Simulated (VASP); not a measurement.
Here is a VASP 6.6.1 calculation.

File INCAR:

```
PREC     = Accurate       # precision mode
ENCUT    = 520            # plane-wave cutoff, eV
EDIFF    = 1E-7           # SCF threshold, eV
ISMEAR   = 0              # smearing method
SIGMA    = 0.1            # smearing width, eV
LREAL    = F              # projectors in reciprocal space
LASPH    = T              # aspherical terms in the spheres
NELM     = 80             # most SCF steps
ALGO     = Normal         # electronic algorithm
ISIF     = 2              # what is computed and relaxed
LWAVE    = F              # write WAVECAR
LCHARG   = F              # write CHGCAR
GGA      = PE             # functional
NBANDS   = 32             # bands
```

Contents of KPOINTS:

```
regular mesh
0
Gamma
  6 6 4
```

The input POSCAR:

```
Ti4H
1.0
    4.1529838000      0.0000000000      0.0000000000
   -2.0764919000      3.5965894700      0.0000000000
    0.0000000000      0.0000000000      4.1513010400
Ti H
4 1
Direct
    0.5000000000      0.0000000000      0.0000000000
    0.0000000000      0.5000000000      0.0000000000
    0.5000000000      0.5000000000      0.0000000000
    0.0000000000      0.0000000000      0.5000000000
    0.0000000000      0.0000000000      0.0000000000
```

Potentials or basis: VASP PAW PBE potentials, release 64 (Ti_sv, H).

Command:

```sh
$ cat potpaw_PBE.64/Ti_sv/POTCAR potpaw_PBE.64/H/POTCAR > POTCAR
$ mpirun -np 1 vasp_std > vasp.out
```

(1) Predict the pressure.

(2) What does it give for the band gap on the k mesh?

Results:

(1) 44.8 GPa.

(2) zero (an odd number of electrons rules out a gap without spin polarisation).

Caveat: the k points lie up to 0.38 Å⁻¹ apart, too coarse for converged energies and pressures of a metal; atoms lie so close that the PAW spheres overlap strongly, which falsifies energies and pressures.
